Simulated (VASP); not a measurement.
Wanted: the native input for a VASP 6.6.1 run.

```yaml
Task: single point
Functional: PBE
Potentials_or_basis: VASP PAW PBE potentials, release 64 (Bi_d)
Cutoff: 520 eV
k_mesh: 8 × 8 × 8
Occupations: gaussian, width 0.1 eV
Spin: no spin polarisation
Dipole_correction: no
Further_INCAR_settings: ALGO = Normal; EDIFF = 1e-07; NBANDS = 14
```

The structure of Bi lies in POSCAR:

```
Bi
1.0
   -1.8480480384      1.8480480384      1.8480480384
    1.8480480384     -1.8480480384      1.8480480384
    1.8480480384      1.8480480384     -1.8480480384
Bi
1
Direct
    0.0000000000      0.0000000000      0.0000000000
```

The input as run:

INCAR

```
SYSTEM = Bi
  PREC = Accurate
  ENCUT = 520
  EDIFF = 1E-7
  ISMEAR = 0
  SIGMA = 0.1
  LREAL = .False.
  LASPH = .True.
  NELM = 100
  ALGO = Normal
  ISIF = 2
  LWAVE = .False.
  LCHARG = .False.
  GGA = PE
  NBANDS = 14
```

KPOINTS

```
regular mesh
0
Gamma
  8 8 8
  0 0 0
```

Potentials or basis: VASP PAW PBE potentials, release 64 (Bi_d).

Launch:

```console
$ cat potpaw_PBE.64/Bi_d/POTCAR > POTCAR
$ mpirun -np 1 vasp_std > vasp.out
```

It gave:

```json
{
  "Pressure": "19.8 GPa"
}
```

Run time: 11 s on 1 thread of AMD EPYC 7R13 (shared host), peak memory 0.11 GiB.
